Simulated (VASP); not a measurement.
Wanted: the native input for a VASP 6.6.1 run.

| Property | Result |
| --- | --- |
| Task | single point |
| Functional | PBE |
| Potentials or basis | VASP PAW PBE potentials, release 64 (Ti_sv) |
| Cutoff | 520 eV |
| k mesh | 6 × 6 × 6 |
| Occupations | gaussian, width 0.1 eV |
| Spin | no spin polarisation |
| Dipole correction | no |
| Further INCAR settings | ALGO = Normal; EDIFF = 1e-06; NBANDS = 25 |

The structure of Ti lies in POSCAR:

```
Ti
1.0
    1.4626171564      0.8444424089      7.0654896059
   -1.4626171564      0.8444424089      7.0654896059
    0.0000000000     -1.6888848179      7.0654896059
Ti
3
Direct
    0.0000000000      0.0000000000      0.0000000000
    0.2229193455      0.2229193455      0.2229193455
    0.7770806545      0.7770806545      0.7770806545
```

The input as run:

INCAR

```
ALGO     = Normal         # electronic algorithm
EDIFF    = 1E-6           # SCF threshold, eV
ENCUT    = 520            # plane-wave cutoff, eV
GGA      = PE             # functional
ISIF     = 2              # what is computed and relaxed
ISMEAR   = 0              # smearing method
LASPH    = True           # aspherical terms in the spheres
LCHARG   = False          # write CHGCAR
LREAL    = False          # projectors in reciprocal space
LWAVE    = False          # write WAVECAR
NBANDS   = 25             # bands
NELM     = 100            # most SCF steps
PREC     = Accurate       # precision mode
SIGMA    = 0.1            # smearing width, eV
```

KPOINTS

```
k-points
0
Gamma
  6 6 6
```

Potentials or basis: VASP PAW PBE potentials, release 64 (Ti_sv).

Run with:

```console
$ cat potpaw_PBE.64/Ti_sv/POTCAR > POTCAR
$ mpirun -np 1 vasp_std > vasp.out
```

It gave:

```
Pressure               : -0.2 GPa
Largest force          : 0.004 eV/Å
Band gap on the k mesh : zero (band 18 reaches 8.95 eV, above the bottom of band 19 at 8.01 eV)
```

Caveat: the k points lie up to 0.42 Å⁻¹ apart.

Wall time 120 s on 1 thread of AMD EPYC 9R45 96-Core Processor (Zen 5), on a shared host, peak memory 0.32 GiB.
